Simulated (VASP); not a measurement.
# Ti3Se (P-6m2) in VASP: notebook

Ti3Se is run at these levels: LDA; tasks: single point.

All numbers are computed with VASP 6.6.1; they aren't measurements. Logs are shortened: lines on timing, memory, paths and dates and some standing lists are left out, and cuts for length are marked.

**1. The cell of the first run**

It takes space group P-6m2 (No. 187, hexagonal). The conventional cell has a = 3.197 Å, b = 3.197 Å, c = 7.943 Å, α = 90.00°, β = 90.00°, γ = 120.00°. Ti (site symmetry 3m) has 3 Se at 2.58 Å and 9 Ti at 2.85 to 3.20 Å within 3.4 Å. Ti (site symmetry -6m2) has 12 Ti at 2.85 to 3.20 Å within 3.8 Å. Within 3.4 Å of Se (site symmetry -6m2) lie 6 Ti at 2.58 Å and 6 Se at 3.20 Å.

**2. Single point, LDA**

File INCAR:

```
SYSTEM = Ti3Se
ALGO = Normal
EDIFF = 1E-6
ENCUT = 520
ISIF = 2
ISMEAR = 1
LASPH = .TRUE.
LCHARG = .FALSE.
LREAL = .FALSE.
LWAVE = .FALSE.
NBANDS = 29
NELM = 100
PREC = Accurate
SIGMA = 0.1
```

File KPOINTS:

```
k-points
0
G
  12 12 5
  0 0 0
```

File POSCAR:

```
Ti3Se
1.0
    3.1974500000      0.0000000000      0.0000000000
   -1.5987200000      2.7690700000      0.0000000000
    0.0000000000      0.0000000000      7.9427500000
Ti Se
3 1
Direct
    0.3333333333      0.6666666667      0.2271000000
    0.3333333333      0.6666666667      0.7729000000
    0.6666666667      0.3333333333      0.5000000000
    0.0000000000      0.0000000000      0.0000000000
```

Potentials or basis: VASP PAW LDA potentials, release 64 (Ti_sv, Se).

Run with:

```sh
$ cat potpaw_LDA.64/Ti_sv/POTCAR potpaw_LDA.64/Se/POTCAR > POTCAR
$ mpirun -np 1 vasp_std > vasp.out
```

OUTCAR:

```text
SYSTEM = Ti3Se
   EDIFF = 1E-6
   ENCUT = 520
   ISIF = 2
   ISMEAR = 1
   LASPH = .TRUE.
   LREAL = .FALSE.
   NELM = 100
   PREC = Accurate

 ion  position               nearest neighbor table
   1  0.333  0.667  0.227-   4 2.58   4 2.58   4 2.58   3 2.85   3 2.85   3 2.85
   2  0.333  0.667  0.773-   4 2.58   4 2.58   4 2.58   3 2.85   3 2.85   3 2.85
   3  0.667  0.333  0.500-   1 2.85   2 2.85   1 2.85   2 2.85   1 2.85   2 2.85
   4  0.000  0.000  0.000-   1 2.58   2 2.58   1 2.58   2 2.58   1 2.58   2 2.58

  LATTYP: Found a hexagonal cell.
 ALAT       =     3.1974500000
 C/A-ratio  =     2.4840888833

  Lattice vectors:

 A1 = (   3.1974500000,   0.0000000000,   0.0000000000)
 A2 = (  -1.5987200000,   2.7690700000,   0.0000000000)
 A3 = (   0.0000000000,   0.0000000000,   7.9427500000)

Analysis of symmetry for initial positions (statically):
=====================================================================
 Subroutine PRICEL returns:
 Original cell was already a primitive cell.

 Routine SETGRP: Setting up the symmetry group for a
 hexagonal supercell.

 Subroutine GETGRP returns: Found 12 space group operations
 (whereof 12 operations were pure point group operations)
 out of a pool of 24 trial point group operations.

The static configuration has the point symmetry D_3h.

Analysis of symmetry for dynamics (positions and initial velocities):
=====================================================================
 Subroutine PRICEL returns:
 Original cell was already a primitive cell.

 Routine SETGRP: Setting up the symmetry group for a
 hexagonal supercell.

 Subroutine GETGRP returns: Found 12 space group operations
 (whereof 12 operations were pure point group operations)
 out of a pool of 24 trial point group operations.

The dynamic configuration has the point symmetry D_3h.

 Subroutine INISYM returns: Found 12 space group operations
 (whereof 12 operations are pure point group operations),
 and found     1 'primitive' translations

----------------------------------------------------------------------------------------

                                     Primitive cell

  volume of cell :      70.3248

  direct lattice vectors                    reciprocal lattice vectors
     3.197450000  0.000000000  0.000000000     0.312749222  0.180565474  0.000000000
    -1.598720000  2.769070000  0.000000000     0.000000000  0.361132077  0.000000000
     0.000000000  0.000000000  7.942750000     0.000000000  0.000000000  0.125900979

  length of vectors
     3.197450000  3.197444965  7.942750000     0.361131508  0.361132077  0.125900979

  position of ions in fractional coordinates (direct lattice)
     0.333333333  0.666666667  0.227100000
     0.333333333  0.666666667  0.772900000
     0.666666667  0.333333333  0.500000000
     0.000000000  0.000000000  0.000000000

  ion indices of the primitive-cell ions
   primitive index   ion index
                 1           1
                 2           2
                 3           3
                 4           4

----------------------------------------------------------------------------------------

 KPOINTS: k-points

Automatic generation of k-mesh.
 Grid dimensions read from file:
 generate k-points for:   12   12    5

 Generating k-lattice:

  Cartesian coordinates                     Fractional coordinates (reciprocal lattice)
     0.026062435  0.015047123  0.000000000     0.083333333  0.000000000  0.000000000
     0.000000000  0.030094340  0.000000000     0.000000000  0.083333333  0.000000000
     0.000000000  0.000000000  0.025180196     0.000000000  0.000000000  0.200000000

  Length of vectors
     0.030094292  0.030094340  0.025180196

  Shift w.r.t. Gamma in fractional coordinates (k-lattice)
     0.000000000  0.000000000  0.000000000

 Subroutine IBZKPT returns following result:
 ===========================================

 Found     57 irreducible k-points:

 Following reciprocal coordinates:
            Coordinates               Weight
  0.000000  0.000000  0.000000      1.000000
  0.083333  0.000000  0.000000      6.000000
  0.166667  0.000000  0.000000      6.000000
  0.250000  0.000000  0.000000      6.000000
  0.333333  0.000000  0.000000      6.000000
  0.416667 -0.000000  0.000000      6.000000
[... 16 lines left out ...]
  0.250000  0.000000  0.200000     12.000000
  0.333333  0.000000  0.200000     12.000000
 [... further k-points ...]
   k-points           NKPTS =     57   k-points in BZ     NKDIM =     57   number of bands    NBANDS=     29
   number of dos      NEDOS =    301   number of ions     NIONS =      4
   total plane-waves  NPLWV =  34560
   dimension x,y,z NGX =    24 NGY =   24 NGZ =   60
   dimension x,y,z NGXF=    48 NGYF=   48 NGZF=  120
   ions per type =               3   1
   NGX,Y,Z   is equivalent  to a cutoff of  12.48, 12.48, 12.56 a.u.
   NGXF,Y,Z  is equivalent  to a cutoff of  24.96, 24.96, 25.12 a.u.
 SYSTEM =  Ti3Se
   PREC   = accura    normal or accurate (medium, high low for compatibility)
   ISTART =      0    job   : 0-new  1-cont  2-samecut
   ICHARG =      2    charge: 1-file 2-atom 10-const
   ISPIN  =      1    spin polarized calculation?
   LNONCOLLINEAR =      F non collinear calculations
   LSORBIT =      F    spin-orbit coupling
   LASPH  =      T    aspherical Exc in radial PAW
   ENCUT  =  520.0 eV  38.22 Ry    6.18 a.u.   5.95  5.95 14.77*2*pi/ulx,y,z
   NELM   =    100;   NELMIN=  2; NELMDL= -5     # of ELM steps
   EDIFF  = 0.1E-05   stopping-criterion for ELM
   LREAL  =      F    real-space projection
   EDIFFG = 0.1E-04   stopping-criterion for IOM
   NSW    =      0    number of steps for IOM
   IBRION =     -1    ionic relax: 0-MD 1-quasi-New 2-CG
   NFREE  =      0    steps in history (QN), initial steepest desc. (CG)
   ISIF   =      2    stress and relaxation
   ISYM   =      2    0-nonsym 1-usesym 2-fastsym
   POTIM  = 0.5000    time-step for ionic-motion
   TEBEG  =    0.0;   TEEND  =   0.0 temperature during run
   PSTRESS=    0.0 pullay stress
   NELECT =      42.0000    total number of electrons
   NUPDOWN=      -1.0000    fix difference up-down
   EMIN   =  10.00;   EMAX   =-10.00  energy-range for DOS
   EFERMI =   0.00;   METHOD = LEGACY
   ISMEAR =     1;   SIGMA  =   0.10  broadening in eV -4-tet -1-fermi 0-gaus
   EFERMI_NEDOS =   21; number of points for ismear=-14 and -15
   IALGO  =     38    algorithm
   IMIX   =      4    mixing-type and parameters
     AMIX     =   0.40;   BMIX     =  1.00
     AMIX_MAG =   1.60;   BMIX_MAG =  1.00
  volume/ion in A,a.u.               =      17.58       118.64
  Fermi-wavevector in a.u.,A,eV,Ry     =   1.378653  2.605277 25.860388  1.900685
  Thomas-Fermi vector in A             =   2.503695
   LORBIT       =      0    0 simple, 1 ext, 2 COOP (PROOUT), +10 PAW based schemes
   GGA     = CA    functional components
   LHFCALC =     F    Hartree Fock is set to
   AEXX    =    0.0000 exact exchange contribution
   IVDW    =     0    specifies the selected vdW correction
   LEPSILON=     F    determine dielectric tensor
   LRPA    =     F    only Hartree local field effects (RPA)
 non-spin polarized calculation
 Methfessel and Paxton  Order N= 1 SIGMA  =   0.10
  energy-cutoff  :      520.00
  volume of cell :       70.32
 maximum number of plane-waves:      1926
 NGX is ok and might be reduce to    24
   NGX = 11   NGY = 11   NGZ = 29

 number of electron      41.9999997 magnetization

 Free energy of the ion-electron system (eV)
  ---------------------------------------------------
  ext. energy  EPLUGINS =         0.00000000
  ---------------------------------------------------
  free energy    TOTEN  =       -31.80145818 eV

  energy without entropy =      -31.80161120  energy(sigma->0) =      -31.80150919

 E-fermi :   7.8756     XC(G=0): -11.6048

 val. band max:        7.8693157788   @ k =   0.2500   0.2500   0.0000
 cond. band min:       7.8841218628   @ k =   0.0833   0.0833   0.4000
 fundamental gap:      0.0148060840
 Fermi energy:         7.8756284000

 k-point     1 :       0.0000    0.0000    0.0000
  band No.  band energies     occupation
      1     -48.4382      2.00000
      2     -48.4156      2.00000
      3     -48.2658      2.00000
      4     -25.3102      2.00000
      5     -25.2118      2.00000
      6     -24.9225      2.00000
[... 21 lines left out ...]
     28       9.5390     -0.00000
     29       9.5391     -0.00000

 k-point     2 :       0.0833    0.0000    0.0000
  band No.  band energies     occupation
      1     -48.4353      2.00000
      2     -48.4138      2.00000
      3     -48.2651      2.00000
      4     -25.3027      2.00000
      5     -25.2135      2.00000
      6     -24.9357      2.00000
[... 21 lines left out ...]
     28       9.4783     -0.00000
     29       9.5268     -0.00000

 k-point     3 :       0.1667    0.0000    0.0000
  band No.  band energies     occupation
      1     -48.4272      2.00000
      2     -48.4087      2.00000
      3     -48.2634      2.00000
      4     -25.2820      2.00000
      5     -25.2193      2.00000
      6     -24.9779      2.00000
[... 21 lines left out ...]
     28       9.5137     -0.00000
     29       9.5808     -0.00000

 k-point     4 :       0.2500    0.0000    0.0000
  band No.  band energies     occupation
      1     -48.4160      2.00000
      2     -48.4018      2.00000
      3     -48.2612      2.00000
      4     -25.2534      2.00000
      5     -25.2307      2.00000
      6     -25.0435      2.00000
[... 21 lines left out ...]
     28       9.6660     -0.00000
     29       9.7729     -0.00000

 k-point     5 :       0.3333    0.0000    0.0000
  band No.  band energies     occupation
      1     -48.4044      2.00000
      2     -48.3949      2.00000
      3     -48.2593      2.00000
      4     -25.2463      2.00000
      5     -25.2275      2.00000
      6     -25.0984      2.00000
[... 21 lines left out ...]
     28      10.0053      0.00000
     29      10.0454      0.00000
[... 510 lines left out ...]
     28       9.6121     -0.00000
     29       9.6299     -0.00000

 k-point    22 :       0.1667    0.0000    0.2000
  band No.  band energies     occupation
      1     -48.4266      2.00000
      2     -48.4094      2.00000
      3     -48.2633      2.00000
      4     -25.2945      2.00000
      5     -25.2037      2.00000
      6     -24.9809      2.00000
[... 21 lines left out ...]
     28       9.6346     -0.00000
     29       9.7061     -0.00000

 k-point    23 :       0.2500    0.0000    0.2000
  band No.  band energies     occupation
      1     -48.4154      2.00000
      2     -48.4024      2.00000
      3     -48.2611      2.00000
      4     -25.2660      2.00000
      5     -25.2158      2.00000
      6     -25.0477      2.00000
[... 21 lines left out ...]
     28       9.7232     -0.00000
     29       9.8680     -0.00000

 k-point    24 :       0.3333    0.0000    0.2000
  band No.  band energies     occupation
      1     -48.4039      2.00000
      2     -48.3954      2.00000
      3     -48.2593      2.00000
      4     -25.2468      2.00000
      5     -25.2252      2.00000
      6     -25.1042      2.00000
[... 21 lines left out ...]
     28      10.0291      0.00000
     29      10.1157      0.00000

 [... further k-points ...]
[... 5 lines left out ...]
  --------------------------------------------------------------------------------------
  -------------------------------------------------------------------------------------
  Total       -3.2132253     -3.2132186     -3.8424222     -0.0000058     -0.0000000      0.0000000
  in kB      -73.2054100    -73.2052552    -87.5401083     -0.0001322     -0.0000000      0.0000000
  external PRESSURE =     -77.9835912 kB  Pullay stress =       0.0000000 kB

 VOLUME and BASIS-vectors are now :
 -----------------------------------------------------------------------------
  energy-cutoff  :      520.00
  volume of cell :       70.32
      direct lattice vectors                 reciprocal lattice vectors
     3.197450000  0.000000000  0.000000000     0.312749222  0.180565474  0.000000000
    -1.598720000  2.769070000  0.000000000     0.000000000  0.361132077  0.000000000
     0.000000000  0.000000000  7.942750000     0.000000000  0.000000000  0.125900979

 POSITION                                       TOTAL-FORCE (eV/Angst)
 -----------------------------------------------------------------------------------
      0.00000      1.84605      1.80380         0.000000      0.000000     -0.099242
      0.00000      1.84605      6.13895        -0.000000      0.000000      0.099242
      1.59873      0.92302      3.97138        -0.000000     -0.000000      0.000000
      0.00000      0.00000      0.00000         0.000000      0.000000      0.000000
 -----------------------------------------------------------------------------------
    total drift:                                0.000073      0.000042     -0.000000

  FREE ENERGIE OF THE ION-ELECTRON SYSTEM (eV)
  ---------------------------------------------------
  free  energy   TOTEN  =       -31.8014581815 eV

  energy  without entropy=      -31.8016111976  energy(sigma->0) =      -31.80150919
```

Wall time 40 s (1 thread of Intel Xeon 6975P-C (Granite Rapids), shared host); peak memory 0.22 GiB.

Results:

```yaml
Free_energy: -31.8015 eV
Pressure: -7.8 GPa
Largest_force: 0.099 eV/Å
Band_gap_on_the_k_mesh: zero (band 21 reaches 8.25 eV, above the bottom of band 22 at 7.64 eV)
```

Forces on the atoms (eV/Å):
```
Ti   0.000  0.000 -0.099
Ti   0.000  0.000  0.099
Ti   0.000  0.000  0.000
Se   0.000  0.000  0.000
```

Levels at points of the mesh, in eV from the Fermi level:
| k point | band 17 | band 18 | band 19 | band 20 | band 21 | band 22 | band 23 | band 24 | band 25 | band 26 |
| --- | --- | --- | --- | --- | --- | --- | --- | --- | --- | --- |
| (0.00, 0.00, 0.00) | -1.31 | -1.31 | -0.09 | 0.15 | 0.15 | 0.29 | 0.29 | 0.96 | 1.06 | 1.38 |
| (0.50, 0.00, 0.00) | -2.06 | -1.76 | -1.54 | -0.58 | -0.41 | 0.18 | 0.84 | 0.84 | 2.29 | 2.47 |

(Continued in part 2 of 2.)
